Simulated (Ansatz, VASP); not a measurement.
Two plane-wave programs on WC

INCAR

```
SYSTEM = WC
  PREC = Accurate
  ENCUT = 520
  EDIFF = 1E-6
  ISMEAR = 0
  SIGMA = 0.15
  LREAL = .FALSE.
  LASPH = .TRUE.
  NELM = 60
  ALGO = Normal
  ISIF = 2
  LWAVE = .FALSE.
  LCHARG = .FALSE.
  GGA = PS
  NBANDS = 16
```

KPOINTS

```
Automatic mesh
0
G
  6 6 6
  0 0 0
```

The input POSCAR:

```
WC
1.0
    2.9005014360      0.0000000000      0.0000000000
   -1.4502507180      2.5119079273      0.0000000000
    0.0000000000      0.0000000000      2.8290000000
W C
1 1
Direct
    0.0865212091      0.0633379210      0.0000000000
    0.6666666667      0.3333333333      0.5000000000
```

Input for Ansatz:

```yaml
crystal:
  lattice:
    - [2.900501436, 0.0, 0.0]
    - [-1.450250718, 2.5119079273, 0.0]
    - [0.0, 0.0, 2.829]
  atoms:
    - { symbol: W, position: [0.0865212091, 0.063337921, 0.0] }
    - { symbol: C, position: [0.6666666667, 0.3333333333, 0.5] }
basis:
  ecutwfc: 420
kpoints:
  mp_grid: { grid: [6, 6, 6] }
hamiltonian:
  xc: pbesol
scf:
  occupations: { method: gaussian, width: 0.15 }
output:
  forces: true
  stress: true
  eigenvalues: true
```

Alike in both runs: task single point; functional PBEsol; k mesh 6 × 6 × 6; occupations gaussian, width 0.15 eV; no spin polarisation.

|  | VASP | Ansatz |
| --- | --- | --- |
| version | VASP 6.6.1 | Ansatz 0.2.0 |
| potentials or method | VASP PAW PBE potentials, release 64 (W_sv, C), cutoff 520 eV | scalar-relativistic, plane waves, PAW |
| valence electrons in the cell | 18 | 18 |

```tsv
	VASP	Ansatz	Ansatz less VASP
gap on the k mesh at the Fermi level (eV)	none	none	-
pressure (GPa)	9.4	8.0	-1.35
traceless stress, the component that is largest in VASP (GPa)	-8.92	-8.58	+0.343
rms of the force components (eV/Å)	2.228	2.210	-0.0175
```

VASP's potentials were made for PBE, not for PBEsol. Atom by atom the forces differ by 0.018 eV/Å (rms over components). A gap of «none» marks a metal or a gap that the smearing closes.

The k mesh is coarse, so the values compare programs but aren't converged. Neither program's run includes spin-orbit coupling.
